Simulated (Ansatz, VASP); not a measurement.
**Two plane-wave programs on BiTe3**

```
Bi Te
1.0
     6.12077    0.00000    0.00000
     0.00000    6.12077    0.00000
     0.00000    0.00000    6.12077
Bi Te
1 3
Cartesian
  0.0000 0.0000 0.0000
  3.0604 0.0000 0.0000
  0.0000 0.0000 3.0604
  0.0000 3.0604 0.0000
```

Alike in both runs: task single point; functional PBE; k mesh 6 × 6 × 6; occupations gaussian, width 0.05 eV; no spin polarisation.

|  | VASP | Ansatz |
| --- | --- | --- |
| version | VASP 6.6.1 | Ansatz 0.2.0 |
| potentials or method | VASP PAW PBE potentials, release 64 (Bi_d, Te), cutoff 520 eV | scalar-relativistic, plane waves, PAW |
| valence electrons in the cell | 33 | 63 |

|  | VASP | Ansatz | Ansatz less VASP |
| --- | --- | --- | --- |
| gap on the k mesh at the Fermi level (eV) | none | none | - |
| pressure (GPa) | -0.7 | -0.7 | +0.02 |

A gap of «none» marks a metal or a gap that the smearing closes. VASP's potentials hold 33 valence electrons a cell and Ansatz's 63, so a difference there can come from the potentials and not from the codes. Ansatz's warnings: xc potential rough in thin density.

Spin-orbit coupling is off throughout.
